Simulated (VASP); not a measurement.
# Y2TaN3 (P6/mmm) in VASP: relaxation of cell and atoms with PBE

Aim: the relaxation of cell and atoms of Y2TaN3 with PBE.

Everything below comes from runs of VASP 6.6.1. Logs are shortened: lines on timing, memory, paths and dates and some standing lists are left out, and cuts for length are marked.

## 1. The cell of the first run

It takes space group P6/mmm (No. 191, hexagonal). The conventional cell has a = 4.399 Å, b = 4.399 Å, c = 6.258 Å, α = 90.00°, β = 90.00°, γ = 120.00°. Y (site symmetry 6mm) has 1 Ta at 1.96 Å and 1 Y at 2.34 Å within 2.6 Å. Within 2.6 Å of Ta (site symmetry 6/mmm) lie 2 Y at 1.96 Å and 6 N at 2.20 Å. Within 3.0 Å of N (site symmetry mmm) lie 4 N at 2.20 Å and 2 Ta at 2.20 Å and 4 Y at 2.95 Å.

The cell was generated, and may not be a known phase.

## 2. Relaxation of cell and atoms, PBE

Contents of INCAR:

```
PREC = Accurate ; ENCUT = 700
EDIFF = 1E-7 ; ISMEAR = 0
SIGMA = 0.1 ; LREAL = False
LASPH = True ; NELM = 120
ALGO = Normal ; ISIF = 3
LWAVE = False ; LCHARG = False
GGA = PE ; IBRION = 2
NSW = 90 ; EDIFFG = -0.04
GGA_COMPAT = False ; NELMIN = 4
```

Contents of KPOINTS:

```
Automatic mesh
0
Gamma
  6 6 4
```

Contents of POSCAR:

```
Y2TaN3
1.0
    4.3991339600      0.0000000000      0.0000000000
   -2.1995669800      3.8097617600      0.0000000000
    0.0000000000      0.0000000000      6.2575660600
Y Ta N
2 1 3
Direct
    0.0000000000      0.0000000000      0.8130506500
    0.0000000000      0.0000000000      0.1869493500
    0.0000000000      0.0000000000      0.5000000000
    0.5000000000      0.0000000000      0.5000000000
    0.0000000000      0.5000000000      0.5000000000
    0.5000000000      0.5000000000      0.5000000000
```

Potentials or basis: VASP PAW PBE potentials, release 64 (Y_sv, Ta_sv_GW, N).

Run with:

```bash
> cat potpaw_PBE.64/Y_sv/POTCAR potpaw_PBE.64/Ta_sv_GW/POTCAR potpaw_PBE.64/N/POTCAR > POTCAR
> mpirun -np 1 vasp_std > vasp.out
```

OUTCAR:

```text
PREC = Accurate
   ENCUT = 700
   EDIFF = 1E-7
   ISMEAR = 0
   LREAL = False
   LASPH = True
   NELM = 120
   ISIF = 3
   GGA = PE
   IBRION = 2
   NSW = 90
   EDIFFG = -0.04
   NELMIN = 4

 ion  position               nearest neighbor table
   1  0.000  0.000  0.813-   3 1.96   2 2.34   5 2.95   6 2.95   5 2.95   6 2.95   4 2.95   4 2.95
                             2 3.92
   2  0.000  0.000  0.187-   3 1.96   1 2.34   5 2.95   6 2.95   5 2.95   6 2.95   4 2.95   4 2.95
                             1 3.92
   3  0.000  0.000  0.500-   1 1.96   2 1.96   5 2.20   6 2.20   5 2.20   6 2.20   4 2.20   4 2.20

   4  0.500  0.000  0.500-   3 2.20   3 2.20   1 2.95   1 2.95   2 2.95   2 2.95
   5  0.000  0.500  0.500-   3 2.20   3 2.20   1 2.95   1 2.95   2 2.95   2 2.95
   6  0.500  0.500  0.500-   3 2.20   3 2.20   1 2.95   1 2.95   2 2.95   2 2.95

  LATTYP: Found a hexagonal cell.
 ALAT       =     4.3991339600
 C/A-ratio  =     1.4224540823

  Lattice vectors:

 A1 = (   4.3991339600,   0.0000000000,   0.0000000000)
 A2 = (  -2.1995669800,   3.8097617600,   0.0000000000)
 A3 = (   0.0000000000,   0.0000000000,   6.2575660600)

Analysis of symmetry for initial positions (statically):
=====================================================================
 Subroutine PRICEL returns:
 Original cell was already a primitive cell.

 Routine SETGRP: Setting up the symmetry group for a
 hexagonal supercell.

 Subroutine GETGRP returns: Found 24 space group operations
 (whereof 24 operations were pure point group operations)
 out of a pool of 24 trial point group operations.

The static configuration has the point symmetry D_6h.

Analysis of symmetry for dynamics (positions and initial velocities):
=====================================================================
 Subroutine PRICEL returns:
 Original cell was already a primitive cell.

 Routine SETGRP: Setting up the symmetry group for a
 hexagonal supercell.

 Subroutine GETGRP returns: Found 24 space group operations
 (whereof 24 operations were pure point group operations)
 out of a pool of 24 trial point group operations.

The dynamic configuration has the point symmetry D_6h.

 Subroutine INISYM returns: Found 24 space group operations
 (whereof 24 operations are pure point group operations),
 and found     1 'primitive' translations

----------------------------------------------------------------------------------------

                                     Primitive cell

  volume of cell :     104.8746

  direct lattice vectors                    reciprocal lattice vectors
     4.399133960  0.000000000  0.000000000     0.227317470  0.131241802  0.000000000
    -2.199566980  3.809761760  0.000000000     0.000000000  0.262483605  0.000000000
     0.000000000  0.000000000  6.257566060     0.000000000  0.000000000  0.159806543

  length of vectors
     4.399133960  4.399133957  6.257566060     0.262483605  0.262483605  0.159806543

  position of ions in fractional coordinates (direct lattice)
     0.000000000  0.000000000  0.813050650
     0.000000000  0.000000000  0.186949350
     0.000000000  0.000000000  0.500000000
     0.500000000  0.000000000  0.500000000
     1.000000000  0.500000000  0.500000000
     0.500000000  0.500000000  0.500000000

  ion indices of the primitive-cell ions
   primitive index   ion index
                 1           1
                 2           2
                 3           3
                 4           4
                 5           5
                 6           6

----------------------------------------------------------------------------------------

 KPOINTS: Automatic mesh

Automatic generation of k-mesh.
 Grid dimensions read from file:
 generate k-points for:    6    6    4

 Generating k-lattice:

  Cartesian coordinates                     Fractional coordinates (reciprocal lattice)
     0.037886245  0.021873634  0.000000000     0.166666667 -0.000000000  0.000000000
     0.000000000  0.043747267  0.000000000     0.000000000  0.166666667  0.000000000
     0.000000000  0.000000000  0.039951636     0.000000000  0.000000000  0.250000000

  Length of vectors
     0.043747267  0.043747267  0.039951636

  Shift w.r.t. Gamma in fractional coordinates (k-lattice)
     0.000000000  0.000000000  0.000000000

 Subroutine IBZKPT returns following result:
 ===========================================

 Found     21 irreducible k-points:

 Following reciprocal coordinates:
            Coordinates               Weight
  0.000000  0.000000  0.000000      1.000000
  0.166667  0.000000  0.000000      6.000000
  0.333333  0.000000  0.000000      6.000000
  0.500000  0.000000  0.000000      3.000000
  0.166667  0.166667  0.000000      6.000000
  0.333333  0.166667  0.000000     12.000000
[... 13 lines left out ...]
  0.333333  0.166667  0.500000     12.000000
  0.333333  0.333333  0.500000      2.000000
   k-points           NKPTS =     21   k-points in BZ     NKDIM =     21   number of bands    NBANDS=     30
   number of dos      NEDOS =    301   number of ions     NIONS =      6
   total plane-waves  NPLWV =  86400
   dimension x,y,z NGX =    40 NGY =   40 NGZ =   54
   dimension x,y,z NGXF=    80 NGYF=   80 NGZF=  108
   ions per type =               2   1   3
   NGX,Y,Z   is equivalent  to a cutoff of  15.12, 15.12, 14.35 a.u.
   NGXF,Y,Z  is equivalent  to a cutoff of  30.23, 30.23, 28.69 a.u.
 SYSTEM =  unknown system
   PREC   = accura    normal or accurate (medium, high low for compatibility)
   ISTART =      0    job   : 0-new  1-cont  2-samecut
   ICHARG =      2    charge: 1-file 2-atom 10-const
   ISPIN  =      1    spin polarized calculation?
   LNONCOLLINEAR =      F non collinear calculations
   LSORBIT =      F    spin-orbit coupling
   LASPH  =      T    aspherical Exc in radial PAW
   ENCUT  =  700.0 eV  51.45 Ry    7.17 a.u.   9.49  9.49 13.50*2*pi/ulx,y,z
   NELM   =    120;   NELMIN=  4; NELMDL= -5     # of ELM steps
   EDIFF  = 0.1E-06   stopping-criterion for ELM
   LREAL  =      F    real-space projection
   EDIFFG = -.4E-01   stopping-criterion for IOM
   NSW    =     90    number of steps for IOM
   IBRION =      2    ionic relax: 0-MD 1-quasi-New 2-CG
   NFREE  =      1    steps in history (QN), initial steepest desc. (CG)
   ISIF   =      3    stress and relaxation
   ISYM   =      2    0-nonsym 1-usesym 2-fastsym
   POTIM  = 0.5000    time-step for ionic-motion
   TEBEG  =    0.0;   TEEND  =   0.0 temperature during run
   PSTRESS=    0.0 pullay stress
   NELECT =      50.0000    total number of electrons
   NUPDOWN=      -1.0000    fix difference up-down
   EMIN   =  10.00;   EMAX   =-10.00  energy-range for DOS
   EFERMI =   0.00;   METHOD = LEGACY
   ISMEAR =     0;   SIGMA  =   0.10  broadening in eV -4-tet -1-fermi 0-gaus
   EFERMI_NEDOS =   21; number of points for ismear=-14 and -15
   IALGO  =     38    algorithm
   IMIX   =      4    mixing-type and parameters
     AMIX     =   0.40;   BMIX     =  1.00
     AMIX_MAG =   1.60;   BMIX_MAG =  1.00
  volume/ion in A,a.u.               =      17.48       117.95
  Fermi-wavevector in a.u.,A,eV,Ry     =   1.278914  2.416797 22.253976  1.635621
  Thomas-Fermi vector in A             =   2.411430
   LORBIT       =      0    0 simple, 1 ext, 2 COOP (PROOUT), +10 PAW based schemes
   GGA     = PE    functional components
   LHFCALC =     F    Hartree Fock is set to
   AEXX    =    0.0000 exact exchange contribution
   IVDW    =     0    specifies the selected vdW correction
   LEPSILON=     F    determine dielectric tensor
   LRPA    =     F    only Hartree local field effects (RPA)
 conjugate gradient relaxation of ions
 non-spin polarized calculation
 Gauss-broadening in eV      SIGMA  =   0.10
  energy-cutoff  :      700.00
  volume of cell :      104.87
 maximum number of plane-waves:      4503
 NGX is ok and might be reduce to    40
   NGX = 19   NGY = 19   NGZ = 27

--------------------------------------- Ionic step        1  -------------------------------------------

 number of electron      50.0000003 magnetization

 Free energy of the ion-electron system (eV)
  ---------------------------------------------------
  ext. energy  EPLUGINS =         0.00000000
  ---------------------------------------------------
  free energy    TOTEN  =       -34.13975483 eV

  energy without entropy =      -34.11440869  energy(sigma->0) =      -34.12708176

------------------------ aborting loop because EDIFF is reached ----------------------------------------

  FORCE on cell =-STRESS in cart. coord.  units (eV):
  Direction    XX          YY          ZZ          XY          YZ          ZX
  --------------------------------------------------------------------------------------
  -------------------------------------------------------------------------------------
  Total       -5.4669117     -5.4669117     84.0531181      0.0000000      0.0000000     -0.0000000
  in kB      -83.5184057    -83.5184055   1284.0855616      0.0000000      0.0000000     -0.0000000
  external PRESSURE =     372.3495835 kB  Pullay stress =       0.0000000 kB
[... 101 lines left out ...]
  FREE ENERGIE OF THE ION-ELECTRON SYSTEM (eV)
  ---------------------------------------------------
  free  energy   TOTEN  =       -37.5723421521 eV

  energy  without entropy=      -37.5159460574  energy(sigma->0) =      -37.54414410

 E-fermi :   4.5664     XC(G=0): -10.0051

 val. band max:        4.5640445282   @ k =   0.1667   0.1667   0.0000
 cond. band min:       4.5928450895   @ k =   0.1667   0.0000   0.5000
 fundamental gap:      0.0288005613
 Fermi energy:         4.5663514851

 k-point     1 :       0.0000    0.0000    0.0000
  band No.  band energies     occupation
      1     -62.7680      2.00000
      2     -38.9099      2.00000
      3     -38.5350      2.00000
      4     -29.6402      2.00000
      5     -29.6402      2.00000
      6     -29.4580      2.00000
[... 682 lines left out ...]
     29       5.7984      0.00000
     30       5.7984      0.00000

 E-fermi :   4.2092     XC(G=0):  -9.7899

 val. band max:        4.2087437646   @ k =   0.1667   0.0000   0.5000
 cond. band min:       4.2152723572   @ k =   0.1667   0.1667   0.0000
 fundamental gap:      0.0065285926
 Fermi energy:         4.2092078855

 k-point     1 :       0.0000    0.0000    0.0000
  band No.  band energies     occupation
      1     -63.3042      2.00000
      2     -39.3555      2.00000
      3     -39.0440      2.00000
      4     -30.0747      2.00000
      5     -30.0747      2.00000
      6     -29.9406      2.00000
[... 682 lines left out ...]
     29       5.4011      0.00000
     30       5.4011      0.00000

[... ionic steps 4 to 21 ...]

--------------------------------------- Ionic step       22  -------------------------------------------

 number of electron      49.9999992 magnetization

------------------------ aborting loop because EDIFF is reached ----------------------------------------
[... 75 lines left out ...]
--------------------------------------- Ionic step       24  -------------------------------------------

 number of electron      49.9999994 magnetization

 Free energy of the ion-electron system (eV)
  ---------------------------------------------------
  ext. energy  EPLUGINS =         0.00000000
  ---------------------------------------------------
  free energy    TOTEN  =       -45.62199794 eV

  energy without entropy =      -45.60286564  energy(sigma->0) =      -45.61243179

 E-fermi :   3.4393     XC(G=0):  -9.3239

 val. band max:        3.4118053870   @ k =   0.1667   0.0000   0.5000
 cond. band min:       3.4468851828   @ k =   0.5000   0.0000   0.5000
 fundamental gap:      0.0350797958
 Fermi energy:         3.4392922651

 k-point     1 :       0.0000    0.0000    0.0000
  band No.  band energies     occupation
      1     -64.2878      2.00000
      2     -40.3302      2.00000
      3     -40.2759      2.00000
      4     -30.9466      2.00000
      5     -30.9466      2.00000
      6     -30.8558      2.00000
[... 715 lines left out ...]
  FREE ENERGIE OF THE ION-ELECTRON SYSTEM (eV)
  ---------------------------------------------------
  free  energy   TOTEN  =       -45.6219979426 eV

  energy  without entropy=      -45.6028656374  energy(sigma->0) =      -45.61243179

 reached required accuracy - stopping structural energy minimisation
```

Wall time 52 min (1 thread of Intel Xeon Platinum 8488C (Sapphire Rapids), shared host); peak memory 0.45 GiB.

Results:

```
Free energy                           : -45.6220 eV
Relaxed volume                        : 22.29 Å³/atom
Relaxed cell                          : a = 4.149 Å, b = 4.149 Å, c = 8.969 Å, α = 90.00°, β = 90.00°, γ = 120.00°
Space group after relaxing (to 0.1 Å) : P6/mmm (No. 191)
Pressure after relaxing               : 0.0 GPa
Largest force after relaxing          : 0.009 eV/Å
Band gap on the k mesh                : zero (bands 25 and 26 overlap by 0.95 eV)
```

Forces on the atoms (eV/Å):
```
Y    0.000  0.000 -0.009
Y    0.000  0.000  0.009
Ta   0.000  0.000  0.000
N    0.000  0.000  0.000
N    0.000  0.000  0.000
N    0.000  0.000  0.000
```

Final structure:
```xyz
6
Lattice="4.1492 0.0000 0.0000 -2.0746 3.5933 0.0000 0.0000 0.0000 8.9690" Properties=species:S:1:pos:R:3 pbc="T T T"
Y     0.0000    0.0000    7.4157
Y     0.0000    0.0000    1.5533
Ta    0.0000    0.0000    4.4845
N     2.0746    0.0000    4.4845
N    -1.0373    1.7967    4.4845
N     1.0373    1.7967    4.4845
```

Caveat: the volume moved by over 15 % at a fixed basis, so the end points are rough; spin-orbit coupling is left out, which moves the levels of the heavy elements.

The gap in the log of VASP goes by the Fermi energy; the results here count the filled bands.